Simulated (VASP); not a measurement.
# Cr2F (P4_2/mmc) in VASP: single point with PBE

Aim: the single point of Cr2F with PBE.

Program: VASP 6.6.1. These are calculated values, not measurements. Logs are shortened: lines on timing, memory, paths and dates and some standing lists are left out, and cuts for length are marked.

### 1 The cell of the first run

It takes space group P4_2/mmc (No. 131, tetragonal). The conventional cell has a = 4.225 Å, b = 4.225 Å, c = 5.086 Å, α = 90.00°, β = 90.00°, γ = 90.00°. Within 2.3 Å of Cr (site symmetry m2m) lie 1 Cr at 1.64 Å and 2 F at 2.27 Å. Within 3.0 Å of F (site symmetry mmm) lie 4 Cr at 2.27 Å and 2 F at 2.54 Å.

The cell was built from a structure type or drawn by symmetry, and may not be a known phase.

### 2 Single point, PBE, collinear spin, ferromagnetic start

File INCAR:

```
ALGO = Normal
EDIFF = 1E-6
ENCUT = 520
GGA = PE
ISIF = 2
ISMEAR = 0
ISPIN = 2
LASPH = True
LCHARG = False
LMAXMIX = 4
LORBIT = 11
LREAL = False
LWAVE = False
MAGMOM = 3 3 3 3 0 0
NBANDS = 44
NELM = 150
PREC = Accurate
SIGMA = 0.1
```

File KPOINTS:

```
k-points
0
Gamma
  4 4 4
```

File POSCAR:

```
Cr2F
1.0
    4.2254762266      0.0000000000      0.0000000000
    0.0000000000      4.2254762266      0.0000000000
    0.0000000000      0.0000000000      5.0859931323
Cr F
4 2
Direct
    0.0000000000      0.3054027443      0.0000000000
    0.0000000000      0.6945972557      0.0000000000
    0.3054027443      0.0000000000      0.5000000000
    0.6945972557      0.0000000000      0.5000000000
    0.5000000000      0.5000000000      0.0000000000
    0.5000000000      0.5000000000      0.5000000000
```

Potentials or basis: VASP PAW PBE potentials, release 64 (Cr_pv, F).

Launch:

```console
cat potpaw_PBE.64/Cr_pv/POTCAR potpaw_PBE.64/F/POTCAR > POTCAR
mpirun -np 1 vasp_std > vasp.out
```

OUTCAR:

```text
EDIFF = 1E-6
   ENCUT = 520
   GGA = PE
   ISIF = 2
   ISMEAR = 0
   ISPIN = 2
   LASPH = True
   LORBIT = 11
   LREAL = False
   NELM = 150
   PREC = Accurate

 ion  position               nearest neighbor table
   1  0.000  0.305  0.000-   2 1.64   5 2.27   5 2.27   2 2.58   3 3.13   4 3.13   4 3.13   3 3.13

   2  0.000  0.695  0.000-   1 1.64   5 2.27   5 2.27   1 2.58   3 3.13   3 3.13   4 3.13   4 3.13

   3  0.305  0.000  0.500-   4 1.64   6 2.27   6 2.27   4 2.58   1 3.13   2 3.13   1 3.13   2 3.13

   4  0.695  0.000  0.500-   3 1.64   6 2.27   6 2.27   3 2.58   2 3.13   1 3.13   2 3.13   1 3.13

   5  0.500  0.500  0.000-   1 2.27   2 2.27   1 2.27   2 2.27
   6  0.500  0.500  0.500-   3 2.27   4 2.27   3 2.27   4 2.27

  LATTYP: Found a simple tetragonal cell.
 ALAT       =     4.2254762266
 C/A-ratio  =     1.2036496858

  Lattice vectors:

 A1 = (   4.2254762266,   0.0000000000,   0.0000000000)
 A2 = (   0.0000000000,   4.2254762266,   0.0000000000)
 A3 = (   0.0000000000,   0.0000000000,   5.0859931323)

Analysis of symmetry for initial positions (statically):
=====================================================================
 Subroutine PRICEL returns:
 Original cell was already a primitive cell.

 Routine SETGRP: Setting up the symmetry group for a
 simple tetragonal supercell.

 Subroutine GETGRP returns: Found 16 space group operations
 (whereof  8 operations were pure point group operations)
 out of a pool of 16 trial point group operations.

The static configuration has the point symmetry D_2h.
 The point group associated with its full space group is D_4h.

Analysis of symmetry for dynamics (positions and initial velocities):
=====================================================================
 Subroutine PRICEL returns:
 Original cell was already a primitive cell.

 Routine SETGRP: Setting up the symmetry group for a
 simple tetragonal supercell.

 Subroutine GETGRP returns: Found 16 space group operations
 (whereof  8 operations were pure point group operations)
 out of a pool of 16 trial point group operations.

The dynamic configuration has the point symmetry D_2h.
 The point group associated with its full space group is D_4h.

Analysis of structural, dynamic, and magnetic symmetry:
=====================================================================
 Subroutine PRICEL returns:
 Original cell was already a primitive cell.

 Routine SETGRP: Setting up the symmetry group for a
 simple tetragonal supercell.
[... 142 lines left out ...]
 maximum number of plane-waves:      2459
 NGX is ok and might be reduce to    32
   NGX = 15   NGY = 15   NGZ = 19

 number of electron      61.9999976 magnetization       0.0339151

 number of electron      61.9999976 magnetization      -0.0016639

 Free energy of the ion-electron system (eV)
  ---------------------------------------------------
  ext. energy  EPLUGINS =         0.00000000
  ---------------------------------------------------
  free energy    TOTEN  =       -37.90719832 eV

  energy without entropy =      -37.87856379  energy(sigma->0) =      -37.89288105

 E-fermi :   5.1938     XC(G=0): -10.6148

 val. band max:        5.1557815699   @ k =   0.2500   0.0000   0.5000
 cond. band min:       5.2155150583   @ k =   0.5000   0.2500   0.2500
 fundamental gap:      0.0597334884
 Fermi energy:         5.1937796844

 spin component 1

 k-point     1 :       0.0000    0.0000    0.0000
  band No.  band energies     occupation
      1     -40.9555      1.00000
      2     -40.9365      1.00000
      3     -38.3253      1.00000
      4     -38.3253      1.00000
      5     -38.3091      1.00000
      6     -38.2410      1.00000
[... 817 lines left out ...]
     42       8.9501      0.00000
     43      10.1414      0.00000
 Fermi energy:         5.1937796844

 spin component 2

 k-point     1 :       0.0000    0.0000    0.0000
  band No.  band energies     occupation
      1     -40.9558      1.00000
      2     -40.9368      1.00000
      3     -38.3256      1.00000
      4     -38.3256      1.00000
      5     -38.3094      1.00000
      6     -38.2413      1.00000
[... 817 lines left out ...]
     42       8.9498      0.00000
     43      10.1412      0.00000
 [bands above 43 left out]

------------------------ aborting loop because EDIFF is reached ----------------------------------------

  FORCE on cell =-STRESS in cart. coord.  units (eV):
  Direction    XX          YY          ZZ          XY          YZ          ZX
  --------------------------------------------------------------------------------------
  -------------------------------------------------------------------------------------
  Total        7.0060969      7.0060969     -0.1208889     -0.0000000      0.0000000      0.0000000
  in kB      123.6117133    123.6117133     -2.1328967     -0.0000000      0.0000000      0.0000000
  external PRESSURE =      81.6968433 kB  Pullay stress =       0.0000000 kB

 VOLUME and BASIS-vectors are now :
 -----------------------------------------------------------------------------
  energy-cutoff  :      520.00
  volume of cell :       90.81
      direct lattice vectors                 reciprocal lattice vectors
     4.225476227  0.000000000  0.000000000     0.236659715  0.000000000  0.000000000
     0.000000000  4.225476227  0.000000000     0.000000000  0.236659715  0.000000000
     0.000000000  0.000000000  5.085993132     0.000000000  0.000000000  0.196618433

 POSITION                                       TOTAL-FORCE (eV/Angst)
 -----------------------------------------------------------------------------------
      0.00000      1.29047      0.00000         0.000000     -4.628358      0.000000
      0.00000      2.93500      0.00000        -0.000000      4.628358      0.000000
      1.29047      0.00000      2.54300        -4.628358     -0.000000      0.000000
      2.93500      0.00000      2.54300         4.628358      0.000000      0.000000
      2.11274      2.11274      0.00000         0.000000      0.000000      0.000000
      2.11274      2.11274      2.54300         0.000000      0.000000      0.000000
 -----------------------------------------------------------------------------------
    total drift:                                0.000000     -0.000000      0.000000

  FREE ENERGIE OF THE ION-ELECTRON SYSTEM (eV)
  ---------------------------------------------------
  free  energy   TOTEN  =       -37.9071983155 eV

  energy  without entropy=      -37.8785637902  energy(sigma->0) =      -37.89288105

 total charge

# of ion       s       p       d       tot
------------------------------------------
    1        0.292   6.234   4.766  11.292
    2        0.292   6.234   4.766  11.292
    3        0.292   6.234   4.766  11.292
    4        0.292   6.234   4.766  11.292
    5        1.749   4.300   0.000   6.048
    6        1.749   4.300   0.000   6.048
--------------------------------------------------
tot          4.666  33.536  19.062  57.264

 magnetization (x)

# of ion       s       p       d       tot
------------------------------------------
    1       -0.000  -0.000  -0.000  -0.000
    2       -0.000  -0.000  -0.000  -0.000
    3       -0.000  -0.000  -0.000  -0.000
    4       -0.000  -0.000  -0.000  -0.000
    5       -0.000  -0.000   0.000  -0.000
    6       -0.000  -0.000   0.000  -0.000
--------------------------------------------------
tot         -0.000  -0.000  -0.001  -0.001
```

stdout:

```text
POSCAR found type information on POSCAR CrF
 POSCAR found :  2 types and       6 ions
 scaLAPACK will be used
 LDA part: xc-table for (Slater+PW92), standard interpolation
 POSCAR, INCAR and KPOINTS ok, starting setup
 FFT: planning ... GRIDC
 FFT: planning ... GRID_SOFT
 FFT: planning ... GRID
 WAVECAR not read
 entering main loop
```

It took 96 s on 1 thread of Intel Xeon Platinum 8375C at 2.90GHz (Ice Lake), shared host; peak memory 0.28 GiB.

What came out:

```yaml
Free_energy: -37.9072 eV
Pressure: 8.2 GPa
Largest_force: 4.628 eV/Å
Band_gap_on_the_k_mesh: zero (filled and empty bands overlap)
Net_moment: 0.00 μB per cell
Valence_electrons_inside_the_program's_atomic_spheres: Cr 11.29; F 6.05
```

Forces in eV/Å, atoms in the order of the input:
```
Cr   0.000 -4.628  0.000
Cr   0.000  4.628  0.000
Cr  -4.628  0.000  0.000
Cr   4.628  0.000  0.000
F    0.000  0.000  0.000
F    0.000  0.000  0.000
```

Caveat: the k points lie up to 0.37 Å⁻¹ apart, too coarse for converged energies and pressures of a metal; atoms lie so close that the PAW spheres overlap strongly, which falsifies energies and pressures; forces of over 1 eV/Å act on the atoms, so gaps and moduli don't describe the material at rest.
